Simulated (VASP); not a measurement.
Here is a VASP 6.6.1 calculation.

The input INCAR:

```
ALGO     = Normal         # electronic algorithm
EDIFF    = 1E-7           # SCF threshold, eV
EDIFFG   = -0.005         # ionic threshold
ENCUT    = 600            # plane-wave cutoff, eV
GGA      = PE             # functional
IBRION   = 2              # ionic algorithm
ISIF     = 3              # what is computed and relaxed
ISMEAR   = -1             # smearing method
LASPH    = True           # aspherical terms in the spheres
LCHARG   = False          # write CHGCAR
LREAL    = False          # projectors in reciprocal space
LWAVE    = False          # write WAVECAR
NELM     = 100            # most SCF steps
NSW      = 100            # ionic steps
PREC     = Accurate       # precision mode
SIGMA    = 0.08           # smearing width, eV
```

The input KPOINTS:

```
k-points
0
Gamma
  13 13 13
```

The input POSCAR:

```
Ca
1.0
   -2.0281634582      2.0281634582      2.0281634582
    2.0281634582     -2.0281634582      2.0281634582
    2.0281634582      2.0281634582     -2.0281634582
Ca
1
Direct
    0.0000000000      0.0000000000      0.0000000000
```

Potentials or basis: VASP PAW PBE potentials, release 64 (Ca_sv).

The run is started by

```console
$ cat potpaw_PBE.64/Ca_sv/POTCAR > POTCAR
$ mpirun -np 1 vasp_std > vasp.out
```

Task: What does it give for the space group after relaxing (to 0.1 Å)?

Result: Im-3m (No. 229).

Task: What does it give for the relaxed cell?

Result: a = 3.799 Å, b = 3.799 Å, c = 3.799 Å, α = 109.47°, β = 109.47°, γ = 109.47°.

Step by step:
```csv
step,energy change (eV),largest force (eV/Å),pressure (GPa),volume (Å³)
1,0.0000,0.0000,5.59,33.37
2,-0.1195,0.0000,1.32,39.31
3,-0.1289,0.0000,-0.46,43.40
4,-0.1307,0.0000,-0.02,42.23
5,-0.1307,0.0000,0.06,42.04
6,-0.1307,0.0000,0.06,42.04
7,-0.1307,0.0000,0.05,42.04
8,-0.1307,0.0000,0.05,42.04
9,-0.1307,0.0000,0.05,42.04
10,-0.1307,0.0000,0.05,42.04
11,-0.1307,0.0000,0.06,42.04
12,-0.1307,0.0000,0.06,42.05
13,-0.1307,0.0000,0.06,42.05
14,-0.1307,0.0000,0.05,42.05
15,-0.1307,0.0000,0.05,42.05
16,-0.1307,0.0000,0.05,42.07
17,-0.1307,0.0000,0.04,42.09
18,-0.1307,0.0000,0.02,42.13
19,-0.1307,0.0000,-0.02,42.22
```

Caveat: the volume moved by over 15 % at a fixed basis, so the end points are rough.
